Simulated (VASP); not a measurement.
# Ta3Ag (P6_3/mmc) in VASP: relaxation of cell and atoms with PBE

Aim: the relaxation of cell and atoms of Ta3Ag with PBE.

Program: VASP 6.6.1. These are calculated values, not measurements. Logs are shortened: lines on timing, memory, paths and dates and some standing lists are left out, and cuts for length are marked.

## (1) The cell of the first run

It takes space group P6_3/mmc (No. 194, hexagonal). Conventional cell: a = 5.886 Å, b = 5.886 Å, c = 4.836 Å, α = 90.00°, β = 90.00°, γ = 120.00°. Within 3.8 Å of Ta (site symmetry mm2) lie 8 Ta at 2.91 to 2.98 Å and 4 Ag at 2.94 to 2.97 Å. Ag (site symmetry -6m2) has 12 Ta at 2.94 to 2.97 Å within 3.9 Å.

## (2) Relaxation of cell and atoms, PBE

The input, INCAR:

```
ALGO     = Fast           # electronic algorithm
EDIFF    = 1E-6           # SCF threshold, eV
EDIFFG   = -0.01          # ionic threshold
ENCUT    = 600            # plane-wave cutoff, eV
GGA      = PE             # functional
IBRION   = 2              # ionic algorithm
ISIF     = 3              # what is computed and relaxed
ISMEAR   = 0              # smearing method
LASPH    = T              # aspherical terms in the spheres
LCHARG   = F              # write CHGCAR
LREAL    = F              # projectors in reciprocal space
LUSENCCL = F            
LWAVE    = F              # write WAVECAR
NELM     = 60             # most SCF steps
NSW      = 100            # ionic steps
PREC     = Accurate       # precision mode
SIGMA    = 0.1            # smearing width, eV
```

The input, KPOINTS:

```
k-points
0
Gamma
  6 6 8
```

The input, POSCAR:

```
Ta3Ag
1.0
    5.8862548868      0.0000000000      0.0000000000
   -2.9431274434      5.0976462651      0.0000000000
    0.0000000000      0.0000000000      4.8364472235
Ta Ag
6 2
Direct
    0.8354379764      0.6708759529      0.2500000000
    0.1645620236      0.8354379764      0.7500000000
    0.3291240471      0.1645620236      0.2500000000
    0.1645620236      0.3291240471      0.7500000000
    0.8354379764      0.1645620236      0.2500000000
    0.6708759529      0.8354379764      0.7500000000
    0.3333333333      0.6666666667      0.2500000000
    0.6666666667      0.3333333333      0.7500000000
```

Potentials or basis: VASP PAW PBE potentials, release 64 (Ta_pv, Ag).

The run is started by

```console
$ cat potpaw_PBE.64/Ta_pv/POTCAR potpaw_PBE.64/Ag/POTCAR > POTCAR
$ mpirun -np 1 vasp_std > vasp.out
```

OUTCAR:

```text
EDIFF = 1E-6
   EDIFFG = -0.01
   ENCUT = 600
   GGA = PE
   IBRION = 2
   ISIF = 3
   ISMEAR = 0
   LASPH = T
   LREAL = F
   NELM = 60
   NSW = 100
   PREC = Accurate

 ion  position               nearest neighbor table
   1  0.835  0.671  0.250-   3 2.91   5 2.91   7 2.94   7 2.94   6 2.94   6 2.94   2 2.94   2 2.94
                             8 2.97   8 2.97   5 2.98   3 2.98
   2  0.165  0.835  0.750-   4 2.91   6 2.91   8 2.94   8 2.94   3 2.94   3 2.94   1 2.94   1 2.94
                             7 2.97   7 2.97   4 2.98   6 2.98
   3  0.329  0.165  0.250-   1 2.91   5 2.91   7 2.94   7 2.94   4 2.94   4 2.94   2 2.94   2 2.94
                             8 2.97   8 2.97   1 2.98   5 2.98
   4  0.165  0.329  0.750-   2 2.91   6 2.91   8 2.94   8 2.94   3 2.94   3 2.94   5 2.94   5 2.94
                             7 2.97   7 2.97   2 2.98   6 2.98
   5  0.835  0.165  0.250-   1 2.91   3 2.91   7 2.94   7 2.94   6 2.94   6 2.94   4 2.94   4 2.94
                             8 2.97   8 2.97   1 2.98   3 2.98
   6  0.671  0.835  0.750-   4 2.91   2 2.91   8 2.94   8 2.94   1 2.94   1 2.94   5 2.94   5 2.94
                             7 2.97   7 2.97   4 2.98   2 2.98
   7  0.333  0.667  0.250-   5 2.94   3 2.94   3 2.94   5 2.94   1 2.94   1 2.94   2 2.97   2 2.97
                             4 2.97   4 2.97   6 2.97   6 2.97
   8  0.667  0.333  0.750-   2 2.94   6 2.94   6 2.94   2 2.94   4 2.94   4 2.94   5 2.97   5 2.97
                             1 2.97   1 2.97   3 2.97   3 2.97

  LATTYP: Found a hexagonal cell.
 ALAT       =     5.8862548868
 C/A-ratio  =     0.8216510016

  Lattice vectors:

 A1 = (   5.8862548868,   0.0000000000,   0.0000000000)
 A2 = (  -2.9431274434,   5.0976462651,   0.0000000000)
 A3 = (   0.0000000000,   0.0000000000,   4.8364472235)

Analysis of symmetry for initial positions (statically):
=====================================================================
 Subroutine PRICEL returns:
 Original cell was already a primitive cell.

 Routine SETGRP: Setting up the symmetry group for a
 hexagonal supercell.

 Subroutine GETGRP returns: Found 24 space group operations
 (whereof 12 operations were pure point group operations)
 out of a pool of 24 trial point group operations.

The static configuration has the point symmetry D_3d.
 The point group associated with its full space group is D_6h.

Analysis of symmetry for dynamics (positions and initial velocities):
=====================================================================
 Subroutine PRICEL returns:
 Original cell was already a primitive cell.

 Routine SETGRP: Setting up the symmetry group for a
 hexagonal supercell.

 Subroutine GETGRP returns: Found 24 space group operations
 (whereof 12 operations were pure point group operations)
[... 131 lines left out ...]
   EFERMI_NEDOS =   21; number of points for ismear=-14 and -15
   IALGO  =     68    algorithm
   IMIX   =      4    mixing-type and parameters
     AMIX     =   0.40;   BMIX     =  1.00
     AMIX_MAG =   1.60;   BMIX_MAG =  1.00
  volume/ion in A,a.u.               =      18.14       122.42
  Fermi-wavevector in a.u.,A,eV,Ry     =   1.385662  2.618522 26.123992  1.920059
  Thomas-Fermi vector in A             =   2.510051
   LORBIT       =      0    0 simple, 1 ext, 2 COOP (PROOUT), +10 PAW based schemes
   GGA     = PE    functional components
   LHFCALC =     F    Hartree Fock is set to
   AEXX    =    0.0000 exact exchange contribution
   IVDW    =     0    specifies the selected vdW correction
   LEPSILON=     F    determine dielectric tensor
   LRPA    =     F    only Hartree local field effects (RPA)
 conjugate gradient relaxation of ions
 non-spin polarized calculation
 RMM-DIIS sequential band-by-band and
 Gauss-broadening in eV      SIGMA  =   0.10
  energy-cutoff  :      600.00
  volume of cell :      145.12
 maximum number of plane-waves:      4897
 NGX is ok and might be reduce to    48
   NGX = 23   NGY = 23   NGZ = 19

--------------------------------------- Ionic step        1  -------------------------------------------

 number of electron      88.0000008 magnetization

 Free energy of the ion-electron system (eV)
  ---------------------------------------------------
  ext. energy  EPLUGINS =         0.00000000
  ---------------------------------------------------
  free energy    TOTEN  =       -73.86250956 eV

  energy without entropy =      -73.82216850  energy(sigma->0) =      -73.84233903

------------------------ aborting loop because EDIFF is reached ----------------------------------------

  FORCE on cell =-STRESS in cart. coord.  units (eV):
  Direction    XX          YY          ZZ          XY          YZ          ZX
  --------------------------------------------------------------------------------------
  -------------------------------------------------------------------------------------
  Total       -0.7956456     -0.7956456      0.6087530     -0.0000000     -0.0000000      0.0000000
  in kB       -8.7840553     -8.7840553      6.7207303     -0.0000000     -0.0000000      0.0000000
  external PRESSURE =      -3.6157934 kB  Pullay stress =       0.0000000 kB
[... 197 lines left out ...]
--------------------------------------- Ionic step        6  -------------------------------------------

 number of electron      88.0000012 magnetization

 Free energy of the ion-electron system (eV)
  ---------------------------------------------------
  ext. energy  EPLUGINS =         0.00000000
  ---------------------------------------------------
  free energy    TOTEN  =       -73.86841437 eV

  energy without entropy =      -73.82934422  energy(sigma->0) =      -73.84887929

 E-fermi :   6.4974     XC(G=0): -12.4453

 val. band max:        6.4787757523   @ k =   0.3333   0.0000   0.5000
 cond. band min:       6.5045527245   @ k =   0.3333   0.3333   0.3750
 fundamental gap:      0.0257769722
 Fermi energy:         6.4974316009

 k-point     1 :       0.0000    0.0000    0.0000
  band No.  band energies     occupation
      1     -28.2778      2.00000
      2     -28.1603      2.00000
      3     -28.0992      2.00000
      4     -27.9621      2.00000
      5     -27.9621      2.00000
      6     -27.9089      2.00000
[... 1309 lines left out ...]
     51       9.0200      0.00000
     52       9.0883      0.00000

 [... further k-points ...]

------------------------ aborting loop because EDIFF is reached ----------------------------------------

  FORCE on cell =-STRESS in cart. coord.  units (eV):
  Direction    XX          YY          ZZ          XY          YZ          ZX
  --------------------------------------------------------------------------------------
  -------------------------------------------------------------------------------------
  Total        0.0208541      0.0208541     -0.0451939      0.0000000     -0.0000000      0.0000000
  in kB        0.2306142      0.2306142     -0.4997751      0.0000000     -0.0000000      0.0000000
  external PRESSURE =      -0.0128489 kB  Pullay stress =       0.0000000 kB
[... 23 lines left out ...]
  FREE ENERGIE OF THE ION-ELECTRON SYSTEM (eV)
  ---------------------------------------------------
  free  energy   TOTEN  =       -73.8684143681 eV

  energy  without entropy=      -73.8293442181  energy(sigma->0) =      -73.84887929

 reached required accuracy - stopping structural energy minimisation
```

CONTCAR:

```text
Ta3Ag
    1.000000000000000
     5.8643044310869925   -0.0000000000000000   -0.0000000000000000
    -2.9321522155434963    5.0786366128281051   -0.0000000000000000
    -0.0000000000000000   -0.0000000000000000    4.8646592808202387
  Ta              Ag
     6     2
Direct
     0.8358873072342391    0.6717746145684729    0.2500000000000000
     0.1641126927657609    0.8358873072342391    0.7500000000000000
     0.3282253854315271    0.1641126927657609    0.2500000000000000
     0.1641126927657609    0.3282253854315271    0.7500000000000000
     0.8358873072342392    0.1641126927657609    0.2500000000000000
     0.6717746145684729    0.8358873072342391    0.7500000000000000
     0.3333333332999970    0.6666666667000030    0.2500000000000000
     0.6666666667000030    0.3333333332999970    0.7500000000000000

  0.00000000E+00  0.00000000E+00  0.00000000E+00
  0.00000000E+00  0.00000000E+00  0.00000000E+00
  0.00000000E+00  0.00000000E+00  0.00000000E+00
  0.00000000E+00  0.00000000E+00  0.00000000E+00
  0.00000000E+00  0.00000000E+00  0.00000000E+00
  0.00000000E+00  0.00000000E+00  0.00000000E+00
  0.00000000E+00  0.00000000E+00  0.00000000E+00
  0.00000000E+00  0.00000000E+00  0.00000000E+00
```

Run time: 6.9 min. Hardware: 1 × NVIDIA H100 80GB with 1 thread of AMD EPYC 7R13 (Zen 3), shared host; peak memory 1.5 GiB.

What came out:

- Free energy: -73.8684 eV
- Relaxed volume: 18.11 Å³/atom
- Relaxed cell: a = 5.864 Å, b = 5.864 Å, c = 4.865 Å, α = 90.00°, β = 90.00°, γ = 120.00°
- Space group after relaxing (to 0.1 Å): P6_3/mmc (No. 194)
- Energy gained by relaxing: 0.7 meV/atom
- Ionic steps: 6
- Pressure after relaxing: 0.0 GPa
- Largest force after relaxing: 0.009 eV/Å
- Band gap on the k mesh: zero (bands 44 and 45 overlap by 0.84 eV)

Forces in eV/Å, atoms in the order of the input:
```
Ta   0.000  0.009  0.000
Ta  -0.008  0.005  0.000
Ta  -0.008 -0.005  0.000
Ta   0.000 -0.009  0.000
Ta   0.008 -0.005  0.000
Ta   0.008  0.005  0.000
Ag   0.000  0.000  0.000
Ag   0.000  0.000  0.000
```

Step by step:
| step | energy change (eV) | largest force (eV/Å) | pressure (GPa) | volume (Å³) |
| --- | --- | --- | --- | --- |
| 1 | 0.0000 | 0.0854 | -0.36 | 145.12 |
| 2 | -0.0044 | 0.0025 | 0.76 | 144.26 |
| 3 | -0.0048 | 0.0214 | 0.53 | 144.44 |
| 4 | -0.0048 | 0.0019 | -0.48 | 145.30 |
| 5 | -0.0059 | 0.0102 | 0.04 | 144.87 |
| 6 | -0.0059 | 0.0091 | 0.00 | 144.88 |

Final structure:
```
CELL_PARAMETERS angstrom
5.86430 0.00000 0.00000
-2.93215 5.07864 0.00000
0.00000 0.00000 4.86466
ATOMIC_POSITIONS crystal
Ta 0.83589 0.67177 0.25000
Ta 0.16411 0.83589 0.75000
Ta 0.32823 0.16411 0.25000
Ta 0.16411 0.32823 0.75000
Ta 0.83589 0.16411 0.25000
Ta 0.67177 0.83589 0.75000
Ag 0.33333 0.66667 0.25000
Ag 0.66667 0.33333 0.75000
```

Levels at points of the mesh, in eV from the Fermi level:
| k point | band 41 | band 42 | band 43 | band 44 | band 45 | band 46 | band 47 | band 48 |
| --- | --- | --- | --- | --- | --- | --- | --- | --- |
| (0.00, 0.00, 0.00) | -0.63 | -0.53 | -0.33 | 0.10 | 0.13 | 0.13 | 0.23 | 0.59 |
| (0.50, 0.00, 0.00) | -1.03 | -0.84 | -0.21 | 0.02 | 0.16 | 0.47 | 0.60 | 0.64 |
| (0.00, 0.00, 0.50) | -1.09 | -1.09 | 0.31 | 0.31 | 0.94 | 0.94 | 0.94 | 0.94 |
| (0.50, 0.00, 0.50) | -0.94 | -0.94 | -0.62 | -0.62 | 0.04 | 0.04 | 0.25 | 0.25 |

Caveat: spin-orbit coupling is left out, which moves the levels of the heavy elements.

The gap in the log of VASP goes by the Fermi energy; the results here count the filled bands.